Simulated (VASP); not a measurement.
Set up this calculation in VASP 6.6.1, as the native input.

| Item | Value |
| --- | --- |
| Task | relaxation of cell and atoms |
| Functional | PBE |
| Dispersion | D3(BJ) |
| Potentials or basis | VASP PAW PBE potentials, release 64 (Pt, Se) |
| Cutoff | 600 eV |
| k mesh | 12 × 12 × 8 |
| Occupations | gaussian, width 0.03 eV |
| Spin | no spin polarisation |
| Dipole correction | no |
| Further INCAR settings | ALGO = Normal; EDIFF = 1e-07; IBRION = 2; EDIFFG = -0.003; NSW = 100; ISIF = 3 |

The structure of PtSe2 lies in POSCAR:

```
PtSe2
1.0
    3.7278000000      0.0000000000      0.0000000000
   -1.8639000000      3.2283695002      0.0000000000
    0.0000000000      0.0000000000      5.0313000000
Pt Se
1 2
Direct
    0.0000000000      0.0000000000      0.0000000000
    0.3333333333      0.6666666667      0.2550000000
    0.6666666667      0.3333333333      0.7450000000
```

One way to write it, as run:

INCAR

```
PREC = Accurate
ENCUT = 600
EDIFF = 1E-7
ISMEAR = 0
SIGMA = 0.03
LREAL = False
LASPH = True
NELM = 60
ALGO = Normal
ISIF = 3
LWAVE = False
LCHARG = False
GGA = PE
IVDW = 12
IBRION = 2
NSW = 100
EDIFFG = -0.003
```

KPOINTS

```
Automatic mesh
0
Gamma
  12 12 8
```

Potentials or basis: VASP PAW PBE potentials, release 64 (Pt, Se).

The run is started by

```console
$ cat potpaw_PBE.64/Pt/POTCAR potpaw_PBE.64/Se/POTCAR > POTCAR
$ mpirun -np 1 vasp_std > vasp.out
```

It gave:

| Item | Value |
| --- | --- |
| Relaxed volume | 19.77 Å³/atom |
| Relaxed cell | a = 3.771 Å, b = 3.771 Å, c = 4.816 Å, α = 90.00°, β = 90.00°, γ = 120.00° |
| Space group after relaxing (to 0.1 Å) | P-3m1 (No. 164) |
| Energy gained by relaxing | 9.0 meV/atom |
| Ionic steps | 19 |
| Pressure after relaxing | 0.0 GPa |
| Band gap on the k mesh | zero (bands 11 and 12 overlap by 0.83 eV) |
| Dispersion energy per atom | -0.491 eV |

Caveat: spin-orbit coupling is left out, which moves the levels of the heavy elements.

Wall time 10 min on 1 thread of Intel(R) Xeon(R) 6975P-C (Granite Rapids) (shared host), peak memory 0.32 GiB.
